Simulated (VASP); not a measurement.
# ZnCd2Se3 (I-4m2) in VASP: single point with PBE

Aim: the single point of ZnCd2Se3 with PBE.

Program: VASP 6.6.1. These are calculated values, not measurements. Logs are shortened: lines on timing, memory, paths and dates and some standing lists are left out, and cuts for length are marked.

## (1) The cell of the first run

It takes space group I-4m2 (No. 119, tetragonal). Conventional cell: a = 4.254 Å, b = 4.254 Å, c = 18.272 Å, α = 90.00°, β = 90.00°, γ = 90.00°. Within 3.3 Å of Zn (site symmetry -4m2) lie 4 Se at 2.52 Å. Cd (site symmetry 2mm) has 4 Se at 2.67 Å within 3.5 Å. Se (site symmetry 2mm) has 2 Zn at 2.52 Å and 2 Cd at 2.67 Å within 3.3 Å. Se (site symmetry -4m2) has 4 Cd at 2.67 Å within 3.5 Å.

## (2) Single point, PBE

INCAR reads:

```
SYSTEM = ZnCd2Se3
ALGO = Normal
EDIFF = 1E-6
ENCUT = 500
GGA = PE
GGA_COMPAT = .FALSE.
ISIF = 2
ISMEAR = 0
LASPH = .TRUE.
LCHARG = .FALSE.
LREAL = .FALSE.
LWAVE = .FALSE.
NBANDS = 36
NELM = 120
PREC = Accurate
SIGMA = 0.01
```

KPOINTS reads:

```
k-points
0
G
  10 10 10
  0 0 0
```

POSCAR reads:

```
ZnCd2Se3
1.0
   -2.1268602195      2.1268602195      9.1361224711
    2.1268602195     -2.1268602195      9.1361224711
    2.1268602195      2.1268602195     -9.1361224711
Zn Cd Se
1 2 3
Direct
    0.5000000000      0.5000000000      0.0000000000
    0.8380550033      0.8380550033      0.0000000000
    0.1619449967      0.1619449967      0.0000000000
    0.4265401671      0.9265401671      0.5000000000
    0.0734598329      0.5734598329      0.5000000000
    0.7500000000      0.2500000000      0.5000000000
```

Potentials or basis: VASP PAW PBE potentials, release 64 (Zn, Cd, Se).

The run is started by

```bash
> cat potpaw_PBE.64/Zn/POTCAR potpaw_PBE.64/Cd/POTCAR potpaw_PBE.64/Se/POTCAR > POTCAR
> mpirun -np 1 vasp_std > vasp.out
```

OUTCAR:

```text
SYSTEM = ZnCd2Se3
   EDIFF = 1E-6
   ENCUT = 500
   GGA = PE
   ISIF = 2
   ISMEAR = 0
   LASPH = .TRUE.
   LREAL = .FALSE.
   NELM = 120
   PREC = Accurate

 ion  position               nearest neighbor table
   1  0.500  0.500  0.000-   5 2.52   4 2.52   5 2.52   4 2.52
   2  0.838  0.838  0.000-   6 2.67   6 2.67   4 2.67   4 2.67
   3  0.162  0.162  0.000-   6 2.67   6 2.67   5 2.67   5 2.67
   4  0.427  0.927  0.500-   1 2.52   1 2.52   2 2.67   2 2.67
   5  0.073  0.573  0.500-   1 2.52   1 2.52   3 2.67   3 2.67
   6  0.750  0.250  0.500-   3 2.67   2 2.67   2 2.67   3 2.67

  LATTYP: Found a body centered tetragonal cell.
 ALAT       =     4.2537204390
 C/A-ratio  =     4.2955914015

  Lattice vectors:

 A1 = (  -2.1268602195,   2.1268602195,   9.1361224711)
 A2 = (   2.1268602195,  -2.1268602195,   9.1361224711)
 A3 = (   2.1268602195,   2.1268602195,  -9.1361224711)

Analysis of symmetry for initial positions (statically):
=====================================================================
 Subroutine PRICEL returns:
 Original cell was already a primitive cell.

 Routine SETGRP: Setting up the symmetry group for a
 body centered tetragonal supercell.

 Subroutine GETGRP returns: Found  8 space group operations
 (whereof  8 operations were pure point group operations)
 out of a pool of 16 trial point group operations.

The static configuration has the point symmetry D_2d.

Analysis of symmetry for dynamics (positions and initial velocities):
=====================================================================
 Subroutine PRICEL returns:
 Original cell was already a primitive cell.

 Routine SETGRP: Setting up the symmetry group for a
 body centered tetragonal supercell.

 Subroutine GETGRP returns: Found  8 space group operations
 (whereof  8 operations were pure point group operations)
 out of a pool of 16 trial point group operations.

The dynamic configuration has the point symmetry D_2d.

 Subroutine INISYM returns: Found  8 space group operations
 (whereof  8 operations are pure point group operations),
 and found     1 'primitive' translations

----------------------------------------------------------------------------------------

                                     Primitive cell

  volume of cell :     165.3103

  direct lattice vectors                    reciprocal lattice vectors
    -2.126860220  2.126860220  9.136122471     0.000000000  0.235088322  0.054727813
     2.126860220 -2.126860220  9.136122471     0.235088322  0.000000000  0.054727813
     2.126860220  2.126860220 -9.136122471     0.235088322  0.235088322  0.000000000

  length of vectors
     9.618513533  9.618513533  9.618513533     0.241374507  0.241374507  0.332465093

  position of ions in fractional coordinates (direct lattice)
     0.500000000  0.500000000  0.000000000
     0.838055003  0.838055003  0.000000000
     0.161944997  0.161944997  0.000000000
     0.426540167  0.926540167  0.500000000
     0.073459833  0.573459833  0.500000000
     0.750000000  0.250000000  0.500000000

  ion indices of the primitive-cell ions
   primitive index   ion index
                 1           1
                 2           2
                 3           3
                 4           4
                 5           5
                 6           6

----------------------------------------------------------------------------------------

 KPOINTS: k-points

Automatic generation of k-mesh.
 Grid dimensions read from file:
 generate k-points for:   10   10   10

 Generating k-lattice:

  Cartesian coordinates                     Fractional coordinates (reciprocal lattice)
     0.000000000  0.023508832  0.005472781     0.100000000  0.000000000 -0.000000000
     0.023508832  0.000000000  0.005472781     0.000000000  0.100000000 -0.000000000
     0.023508832  0.023508832  0.000000000     0.000000000  0.000000000  0.100000000

  Length of vectors
     0.024137451  0.024137451  0.033246509

  Shift w.r.t. Gamma in fractional coordinates (k-lattice)
     0.000000000  0.000000000  0.000000000

 Subroutine IBZKPT returns following result:
 ===========================================

 Found    102 irreducible k-points:

 Following reciprocal coordinates:
            Coordinates               Weight
  0.000000  0.000000  0.000000      1.000000
  0.100000 -0.000000  0.000000      8.000000
  0.200000 -0.000000  0.000000      8.000000
  0.300000 -0.000000  0.000000      8.000000
  0.400000 -0.000000  0.000000      8.000000
  0.500000 -0.000000  0.000000      4.000000
[... 16 lines left out ...]
  0.300000  0.300000  0.000000      8.000000
  0.400000  0.300000  0.000000     16.000000
 [... further k-points ...]
   k-points           NKPTS =    102   k-points in BZ     NKDIM =    102   number of bands    NBANDS=     36
   number of dos      NEDOS =    301   number of ions     NIONS =      6
   total plane-waves  NPLWV = 343000
   dimension x,y,z NGX =    70 NGY =   70 NGZ =   70
   dimension x,y,z NGXF=   140 NGYF=  140 NGZF=  140
   ions per type =               1   2   3
   NGX,Y,Z   is equivalent  to a cutoff of  12.10, 12.10, 12.10 a.u.
   NGXF,Y,Z  is equivalent  to a cutoff of  24.20, 24.20, 24.20 a.u.
 SYSTEM =  ZnCd2Se3
   PREC   = accura    normal or accurate (medium, high low for compatibility)
   ISTART =      0    job   : 0-new  1-cont  2-samecut
   ICHARG =      2    charge: 1-file 2-atom 10-const
   ISPIN  =      1    spin polarized calculation?
   LNONCOLLINEAR =      F non collinear calculations
   LSORBIT =      F    spin-orbit coupling
   LASPH  =      T    aspherical Exc in radial PAW
   ENCUT  =  500.0 eV  36.75 Ry    6.06 a.u.  17.54 17.54 17.54*2*pi/ulx,y,z
   NELM   =    120;   NELMIN=  2; NELMDL= -5     # of ELM steps
   EDIFF  = 0.1E-05   stopping-criterion for ELM
   LREAL  =      F    real-space projection
   EDIFFG = 0.1E-04   stopping-criterion for IOM
   NSW    =      0    number of steps for IOM
   IBRION =     -1    ionic relax: 0-MD 1-quasi-New 2-CG
   NFREE  =      0    steps in history (QN), initial steepest desc. (CG)
   ISIF   =      2    stress and relaxation
   ISYM   =      2    0-nonsym 1-usesym 2-fastsym
   POTIM  = 0.5000    time-step for ionic-motion
   TEBEG  =    0.0;   TEEND  =   0.0 temperature during run
   PSTRESS=    0.0 pullay stress
   NELECT =      54.0000    total number of electrons
   NUPDOWN=      -1.0000    fix difference up-down
   EMIN   =  10.00;   EMAX   =-10.00  energy-range for DOS
   EFERMI =   0.00;   METHOD = LEGACY
   ISMEAR =     0;   SIGMA  =   0.01  broadening in eV -4-tet -1-fermi 0-gaus
   EFERMI_NEDOS =   21; number of points for ismear=-14 and -15
   IALGO  =     38    algorithm
   IMIX   =      4    mixing-type and parameters
     AMIX     =   0.40;   BMIX     =  1.00
     AMIX_MAG =   1.60;   BMIX_MAG =  1.00
  volume/ion in A,a.u.               =      27.55       185.93
  Fermi-wavevector in a.u.,A,eV,Ry     =   1.127473  2.130615 17.295663  1.271195
  Thomas-Fermi vector in A             =   2.264159
   LORBIT       =      0    0 simple, 1 ext, 2 COOP (PROOUT), +10 PAW based schemes
   GGA     = PE    functional components
   LHFCALC =     F    Hartree Fock is set to
   AEXX    =    0.0000 exact exchange contribution
   IVDW    =     0    specifies the selected vdW correction
   LEPSILON=     F    determine dielectric tensor
   LRPA    =     F    only Hartree local field effects (RPA)
 non-spin polarized calculation
 Gauss-broadening in eV      SIGMA  =   0.01
  energy-cutoff  :      500.00
  volume of cell :      165.31
 maximum number of plane-waves:      4217
   NGX = 35   NGY = 35   NGZ = 35

 number of electron      53.9999994 magnetization

 Free energy of the ion-electron system (eV)
  ---------------------------------------------------
  ext. energy  EPLUGINS =         0.00000000
  ---------------------------------------------------
  free energy    TOTEN  =       -16.95743567 eV

  energy without entropy =      -16.95743567  energy(sigma->0) =      -16.95743567

 E-fermi :   0.8744     XC(G=0):  -8.8170

 val. band max:        0.8103404375   @ k =   0.0000   0.0000   0.0000
 cond. band min:       1.4207351618   @ k =   0.0000   0.0000   0.0000
 fundamental gap:      0.6103947244
 Fermi energy:         0.8743816770

 k-point     1 :       0.0000    0.0000    0.0000
  band No.  band energies     occupation
      1     -11.7854      2.00000
      2     -11.3416      2.00000
      3     -11.2334      2.00000
      4      -6.9729      2.00000
      5      -6.9729      2.00000
      6      -6.9528      2.00000
[... 28 lines left out ...]
     35       6.7085      0.00000
     36       8.4017      0.00000

 k-point     2 :       0.1000   -0.0000    0.0000
  band No.  band energies     occupation
      1     -11.7560      2.00000
      2     -11.3377      2.00000
      3     -11.2249      2.00000
      4      -6.9697      2.00000
      5      -6.9689      2.00000
      6      -6.9503      2.00000
[... 28 lines left out ...]
     35       6.8676      0.00000
     36       8.0352      0.00000

 k-point     3 :       0.2000   -0.0000    0.0000
  band No.  band energies     occupation
      1     -11.6741      2.00000
      2     -11.3249      2.00000
      3     -11.2092      2.00000
      4      -6.9608      2.00000
      5      -6.9565      2.00000
      6      -6.9435      2.00000
[... 28 lines left out ...]
     35       7.1760      0.00000
     36       7.5522      0.00000
[... 742 lines left out ...]
 k-point    23 :       0.3000    0.3000    0.0000
  band No.  band energies     occupation
      1     -11.3739      2.00000
      2     -11.2494      2.00000
      3     -11.1577      2.00000
      4      -6.9144      2.00000
      5      -6.8727      2.00000
      6      -6.8651      2.00000
[... 28 lines left out ...]
     35       7.5175      0.00000
     36       7.9772      0.00000

 k-point    24 :       0.4000    0.3000    0.0000
  band No.  band energies     occupation
      1     -11.2856      2.00000
      2     -11.2153      2.00000
      3     -11.1666      2.00000
      4      -6.9052      2.00000
      5      -6.8553      2.00000
      6      -6.8474      2.00000
[... 28 lines left out ...]
     35       7.6872      0.00000
     36       8.3333      0.00000

 [... further k-points ...]
[... 5 lines left out ...]
  --------------------------------------------------------------------------------------
  -------------------------------------------------------------------------------------
  Total        0.2451101      0.2451101      0.2566142      0.0000000      0.0000000      0.0000000
  in kB        2.3755923      2.3755923      2.4870895      0.0000000      0.0000000      0.0000000
  external PRESSURE =       2.4127581 kB  Pullay stress =       0.0000000 kB

 VOLUME and BASIS-vectors are now :
 -----------------------------------------------------------------------------
  energy-cutoff  :      500.00
  volume of cell :      165.31
      direct lattice vectors                 reciprocal lattice vectors
    -2.126860220  2.126860220  9.136122471     0.000000000  0.235088322  0.054727813
     2.126860220 -2.126860220  9.136122471     0.235088322  0.000000000  0.054727813
     2.126860220  2.126860220 -9.136122471     0.235088322  0.235088322  0.000000000

 POSITION                                       TOTAL-FORCE (eV/Angst)
 -----------------------------------------------------------------------------------
      0.00000      0.00000      9.13612        -0.000000     -0.000000     -0.000000
      0.00000      0.00000     15.31315         0.000000     -0.000000      0.000888
      0.00000      0.00000      2.95910         0.000000     -0.000000     -0.000888
      2.12686      0.00000      7.79385         0.000000      0.000000      0.014756
      2.12686      0.00000      1.34228        -0.000000     -0.000000     -0.014756
      0.00000      2.12686      4.56806        -0.000000     -0.000000     -0.000000
 -----------------------------------------------------------------------------------
    total drift:                                0.000000     -0.000000     -0.000000

  FREE ENERGIE OF THE ION-ELECTRON SYSTEM (eV)
  ---------------------------------------------------
  free  energy   TOTEN  =       -16.9574356711 eV

  energy  without entropy=      -16.9574356711  energy(sigma->0) =      -16.95743567
```

Wall time 36 min (1 thread of Intel Xeon 8259CL, shared host); peak memory 1 GiB.

Results:

* Free energy: -16.9574 eV
* Pressure: 0.2 GPa
* Largest force: 0.015 eV/Å
* Band gap on the k mesh: 0.61 eV

Forces in eV/Å, atoms in the order of the input:
```
Zn   0.000  0.000  0.000
Cd   0.000  0.000  0.001
Cd   0.000  0.000 -0.001
Se   0.000  0.000  0.015
Se   0.000  0.000 -0.015
Se   0.000  0.000  0.000
```

Caveat: semilocal functionals underestimate gaps, and a narrow one can read as zero. A k mesh can miss the band edges.
